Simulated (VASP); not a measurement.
BN, 8 atoms in the cell. Symmetry: Cm, No. 8, monoclinic system. The conventional cell has a = 13.109 Å, b = 2.512 Å, c = 4.399 Å, α = 90.00°, β = 90.52°, γ = 90.00°. B (site symmetry m) has 3 N at 1.43 to 1.54 Å within 1.9 Å. B (site symmetry m) has 3 N at 1.44 to 1.48 Å within 1.9 Å. B (site symmetry m) has 3 N at 1.44 to 1.52 Å within 1.9 Å. B (site symmetry m) has 4 N at 1.53 to 1.57 Å within 2.0 Å. N (site symmetry m) has 4 B at 1.52 to 1.57 Å within 2.0 Å. N (site symmetry m) has 3 B at 1.43 to 1.56 Å within 1.9 Å. N (site symmetry m) has 3 B at 1.44 to 1.53 Å within 1.9 Å. N (site symmetry m) has 3 B at 1.44 to 1.48 Å within 1.9 Å. 

- Program: VASP 6.6.1
- Task: relaxation of cell and atoms
- Functional: PBE
- Potentials or basis: VASP PAW PBE potentials, release 64 (B, N)
- Cutoff: 600 eV
- k mesh: 12 × 12 × 6
- Occupations: gaussian, width 0.02 eV
- Spin: no spin polarisation
- Dipole correction: no
- Further INCAR settings: ALGO = Normal; EDIFF = 1e-07; IBRION = 2; EDIFFG = -0.005; NSW = 100; ISIF = 3

Potentials or basis: VASP PAW PBE potentials, release 64 (B, N).

Command:

```sh
$ cat potpaw_PBE.64/B/POTCAR potpaw_PBE.64/N/POTCAR > POTCAR
$ mpirun -np 1 vasp_std > vasp.out
```

Hardware: 1 thread of AMD EPYC 9R45 96-Core Processor (Zen 5) (shared host).

Task: How long does it take, and how much memory?

Result: It took 27 min on 1 thread of AMD EPYC 9R45 96-Core Processor (Zen 5), with other jobs on the host, peak memory 0.54 GiB. Counts: scf iterations 48, k points 242, ion steps 8.
